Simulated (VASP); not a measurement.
## BaHfO3: single point with r2SCAN

BaHfO3:

```
Ba Hf O
1.0
     4.00998    0.00000    0.00000
     0.00000    4.00998    0.00000
     0.00000    0.00000    4.27302
Ba Hf O
1 1 3
Direct
  0.00000 0.00000 0.00000
  0.50000 0.50000 0.50000
  0.50000 0.50000 0.00000
  0.50000 0.00000 0.50000
  0.00000 0.50000 0.50000
```

This cell differs from its parent crystal: epitaxial xy strain -4.0%.

- Program: VASP 6.6.1
- Task: single point
- Functional: r2SCAN
- Potentials or basis: VASP PAW PBE potentials, release 64 (Ba_sv, Hf_pv, O)
- Cutoff: 520 eV
- k mesh: 6 × 6 × 6
- Occupations: gaussian, width 0.01 eV
- Spin: no spin polarisation
- Dipole correction: no
- Further INCAR settings: ALGO = Normal; EDIFF = 1e-07; NBANDS = 27

```
Pressure               : 12.2 GPa
Band gap on the k mesh : 4.04 eV (least direct gap 4.23 eV)
```

Stress tensor (GPa, compression positive):
```
18.52  0.00  0.00
 0.00 18.52  0.00
 0.00  0.00 -0.49
```

Levels at points of the mesh, in eV from the valence-band top:
```
           k point  band 17  band 18  band 19  band 20  band 21  band 22
(0.00, 0.00, 0.00)    -0.36    -0.20    -0.20     4.04     4.04     4.40
(0.50, 0.00, 0.00)    -1.86    -0.67    -0.54     4.73     7.36     7.47
(0.50, 0.50, 0.00)    -0.72    -0.72    -0.05     7.26     7.26     7.35
(0.00, 0.00, 0.50)    -1.46    -0.49    -0.49     4.87     6.61     6.66
(0.50, 0.00, 0.50)    -1.17    -0.91    -0.29     6.64     7.39     7.45
(0.50, 0.50, 0.50)    -0.12    -0.12     0.00     6.65     6.65     7.10
```

Run time: 4.8 min on 1 thread of Intel Xeon 8259CL (shared host), peak memory 0.23 GiB.

Caveat: the cell differs from its parent crystal (epitaxial xy strain -4.0%); the stress differs along the axes, from -0 to 19 GPa; the PAW data sets were made with another functional, which shifts forces and pressure a little; spin-orbit coupling is left out, which moves the levels of the heavy elements. A k mesh can miss the band edges.
